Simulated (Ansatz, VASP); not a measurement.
# TiC: VASP beside Ansatz

File INCAR:

```
SYSTEM = TiC
ALGO = Normal
EDIFF = 1E-6
ENCUT = 520
GGA = PE
ISIF = 2
ISMEAR = 0
LASPH = .True.
LCHARG = .False.
LREAL = .False.
LWAVE = .False.
NBANDS = 15
NELM = 60
PREC = Accurate
SIGMA = 0.15
```

Contents of KPOINTS:

```
k-points
0
Gamma
  18 18 18
  0 0 0
```

The input POSCAR:

```
TiC
1.0
    0.0000000000      2.1531800000      2.1640000000
    2.1748200000      0.0000000000      2.1640000000
    2.1748200000      2.1531800000      0.0000000000
Ti C
1 1
Direct
    0.0000000000      0.0000000000      0.0000000000
    0.5000000000      0.5000000000      0.5000000000
```

Input for Ansatz:

```yaml
crystal:
  lattice:
    - [0.0, 2.15318, 2.164]
    - [2.17482, 0.0, 2.164]
    - [2.17482, 2.15318, 0.0]
  atoms:
    - { symbol: Ti, position: [0.0, 0.0, 0.0] }
    - { symbol: C, position: [0.5, 0.5, 0.5] }
basis:
  ecutwfc: 420
kpoints:
  mp_grid: { grid: [18, 18, 18] }
hamiltonian:
  xc: pbe
scf:
  occupations: { method: gaussian, width: 0.15 }
output:
  forces: true
  stress: true
  eigenvalues: true
  write_density: true
  write_potential: true
  elf: true
  volumetric_format: npy
```

Change from the starting cell: strain +0.0050 x Voigt [1, -1, 0, 0, 0, 0], atoms carried along.

Alike in both runs: task single point; functional PBE; k mesh 18 × 18 × 18; occupations gaussian, width 0.15 eV; no spin polarisation.

|  | VASP | Ansatz |
| --- | --- | --- |
| version | VASP 6.6.1 | Ansatz 0.2.0 |
| potentials or method | VASP PAW PBE potentials, release 64 (Ti_sv, C), cutoff 520 eV | scalar-relativistic, plane waves, PAW |
| valence electrons in the cell | 16 | 16 |

VASP gave:

| Property | Result |
| --- | --- |
| gap on the k mesh at the Fermi level (eV) | none |
| pressure (GPa) | 1.1 |
| traceless stress, the component that is largest in VASP (GPa) | 2.01 |

**Question.** Which values does Ansatz return?

**Answer.** gap on the k mesh at the Fermi level (eV): none; pressure (GPa): 0.9; traceless stress, the component that is largest in VASP (GPa): 1.99.

A gap of «none» marks a metal or a gap that the smearing closes.
